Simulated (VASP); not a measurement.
Hf3Si2F, 6 atoms in the cell. Symmetry: P-6m2, No. 187, hexagonal system. The conventional cell has a = 4.061 Å, b = 4.061 Å, c = 8.197 Å, α = 90.00°, β = 90.00°, γ = 120.00°. Within 3.1 Å of Hf (site symmetry -6m2) lie 3 Hf at 2.34 Å. Hf (site symmetry -6m2) has 3 F at 2.34 Å within 3.1 Å. Hf (site symmetry -6m2) has 3 Hf at 2.34 Å within 3.1 Å. Si (site symmetry 3m) has 9 Hf at 3.11 to 3.12 Å and 3 F at 3.11 Å and 7 Si at 4.06 to 4.09 Å within 4.1 Å. Within 3.1 Å of F (site symmetry -6m2) lie 3 Hf at 2.34 Å. 

| Property | Result |
| --- | --- |
| Program | VASP 6.6.1 |
| Task | relaxation of cell and atoms |
| Functional | PBE |
| Potentials or basis | VASP PAW PBE potentials, release 64 (Hf_pv, Si, F) |
| Cutoff | 600 eV |
| k mesh | 6 × 6 × 2 |
| Occupations | gaussian, width 0.1 eV |
| Spin | no spin polarisation |
| Dipole correction | no |
| Further INCAR settings | ALGO = Normal; EDIFF = 1e-07; IBRION = 2; EDIFFG = -0.04; NSW = 90; ISIF = 3 |

Potentials or basis: VASP PAW PBE potentials, release 64 (Hf_pv, Si, F).

Launch:

```console
$ cat potpaw_PBE.64/Hf_pv/POTCAR potpaw_PBE.64/Si/POTCAR potpaw_PBE.64/F/POTCAR > POTCAR
$ mpirun -np 1 vasp_std > vasp.out
```

Hardware: 1 thread of Intel(R) Xeon(R) Platinum 8488C (Sapphire Rapids), with other jobs on the host.

Q: How long does it take, and how much memory?

A: Run time: 11 min on 1 thread of Intel(R) Xeon(R) Platinum 8488C (Sapphire Rapids), on a shared host, peak memory 0.3 GiB. Counts: scf iterations 127, k points 14, ion steps 11.
